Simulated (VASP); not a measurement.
The system is CuO.

```
Cu O
1.0
     2.00415   -2.16781    0.00000
     2.00415    2.16781    0.00000
     0.00000    0.00000    5.19007
Cu O
2 2
Cartesian
  1.0021 -1.0839 0.0000
  1.0021 1.0839 2.5950
  2.0042 0.0000 1.2975
  2.0042 0.0000 3.8926
```

Base run:

* Program: VASP 6.6.1
* Functional: PBEsol
* Potentials or basis: VASP PAW PBE potentials, release 64 (Cu, O)
* Cutoff: 520 eV
* k mesh: 9 × 9 × 5
* Occupations: fermi-dirac, width 0.05 eV
* Spin: no spin polarisation

Its results: band gap on the k mesh zero (band 17 reaches 5.06 eV, above the bottom of band 18 at 4.20 eV); pressure -8.2 GPa.

Task: The run is repeated on the same cell with these changes: functional from PBEsol to PBE. What comes out?

Result: Band gap on the k mesh zero (band 17 reaches 5.22 eV, above the bottom of band 18 at 4.38 eV); pressure -0.9 GPa.

PBE binds less tightly than PBEsol, so the same cell stands under more pressure.

Caveats: semilocal functionals often make such compounds metallic where correlation or magnetic order opens a gap, which also shifts bond lengths; the PAW data sets were made with another functional, which shifts forces and pressure a little (some runs).
